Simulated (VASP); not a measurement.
A run of VASP 6.6.1:

POSCAR

```
Li
1.0
    3.0547268133      0.0000000000      0.0000000000
   -1.5273634067      2.6454710219      0.0000000000
    0.0000000000      0.0000000000      5.0159701731
Li
2
Direct
    0.3333333333      0.6666666667      0.7500000000
    0.6666666667      0.3333333333      0.2500000000
```

Contents of INCAR.step1:

```
SYSTEM = Li
PREC = Accurate ; ENCUT = 520
ISMEAR = 0 ; SIGMA = 0.05
LREAL = .False. ; LASPH = .True.
NELM = 100 ; NBANDS = 10
GGA = PE ; ALGO = Normal
EDIFF = 1E-4 ; LWAVE = .True.
LCHARG = .False.
```

File INCAR.step2:

```
SYSTEM = Li
PREC = Accurate ; ENCUT = 520
EDIFF = 1E-6 ; ISMEAR = 0
SIGMA = 0.05 ; LREAL = .False.
LASPH = .True. ; NELM = 100
ALGO = Normal ; ISIF = 2
LWAVE = .False. ; LCHARG = .False.
METAGGA = R2SCAN ; LMIXTAU = .True.
NBANDS = 10 ; ISTART = 1
```

The input KPOINTS:

```
regular mesh
0
Gamma
  16 16 8
  0 0 0
```

Potentials or basis: VASP PAW PBE potentials, release 64 (Li_sv).

The run is started by

```sh
$ cat potpaw_PBE.64/Li_sv/POTCAR > POTCAR
$ cp INCAR.step1 INCAR
$ mpirun -np 1 vasp_std > vasp.out
$ cp INCAR.step2 INCAR
$ mpirun -np 1 vasp_std > vasp.out
```

Hardware: 1 thread of Intel Xeon 6975P-C, with other jobs on the host.

How long does it take, and how much memory?

It took 2.6 min on 1 thread of Intel Xeon 6975P-C, with other jobs on the host, peak memory 0.19 GiB. Counts: k points 150.
